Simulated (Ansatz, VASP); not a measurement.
# Two plane-wave programs on Ti2Si3

INCAR

```
SYSTEM = Ti2Si3
PREC = Accurate ; ENCUT = 600
EDIFF = 1E-6 ; ISMEAR = 0
SIGMA = 0.1 ; LREAL = .FALSE.
LASPH = .TRUE. ; NELM = 60
ALGO = Normal ; ISIF = 3
LWAVE = .FALSE. ; LCHARG = .FALSE.
GGA = PE ; IBRION = 2
NSW = 100 ; EDIFFG = -0.01
```

File KPOINTS:

```
Automatic mesh
0
G
  8 8 6
  0 0 0
```

Contents of POSCAR:

```
Ti2Si3
1.0
    4.5386408436      0.0000000000      0.0000000000
    0.0000000000      4.5386408436      0.0000000000
    0.0000000000      0.0000000000      6.7425750698
Ti Si
2 3
Direct
    0.0000000000      0.0000000000      0.1446251882
    0.0000000000      0.0000000000      0.8553748118
    0.5000000000      0.0000000000      0.5000000000
    0.0000000000      0.5000000000      0.5000000000
    0.0000000000      0.0000000000      0.5000000000
```

Input for Ansatz:

```yaml
crystal:
  lattice:
    - [4.5386408436, 0.0, 0.0]
    - [0.0, 4.5386408436, 0.0]
    - [0.0, 0.0, 6.7425750698]
  atoms:
    - { symbol: Ti, position: [0.0, 0.0, 0.1446251882] }
    - { symbol: Ti, position: [0.0, 0.0, 0.8553748118] }
    - { symbol: Si, position: [0.5, 0.0, 0.5] }
    - { symbol: Si, position: [0.0, 0.5, 0.5] }
    - { symbol: Si, position: [0.0, 0.0, 0.5] }
basis:
  ecutwfc: 420
kpoints:
  mp_grid: { grid: [8, 8, 6] }
hamiltonian:
  xc: pbe
scf:
  occupations: { method: gaussian, width: 0.1 }
output:
  forces: true
  stress: true
  eigenvalues: true
  write_density: true
  write_potential: true
  elf: true
  volumetric_format: npy
relax:
  adjacent_minimum: "off"
  f_tol: 0.01
  max_steps: 80
  cell: { stress_tol: 0.05 }
```

Alike in both runs: task relaxation of cell and atoms; functional PBE; k mesh 8 × 8 × 6; occupations gaussian, width 0.1 eV; no spin polarisation.

|  | VASP | Ansatz |
| --- | --- | --- |
| version | VASP 6.6.1 | Ansatz 0.2.0 |
| potentials or method | VASP PAW PBE potentials, release 64 (Ti_sv, Si), cutoff 600 eV | scalar-relativistic, plane waves, PAW |
| valence electrons in the cell | 36 | 36 |

|  | VASP | Ansatz | Ansatz less VASP |
| --- | --- | --- | --- |
| gap on the k mesh at the Fermi level, each at its own relaxed structure (eV) | none | none | - |
| relaxed volume (Å³/atom) | 27.86 | 27.89 | +0.031 |
| relaxed length of the cell vector where the two differ most in proportion (Å) | 6.762 | 6.742 | -0.0203 |

A gap of «none» marks a metal or a gap that the smearing closes.
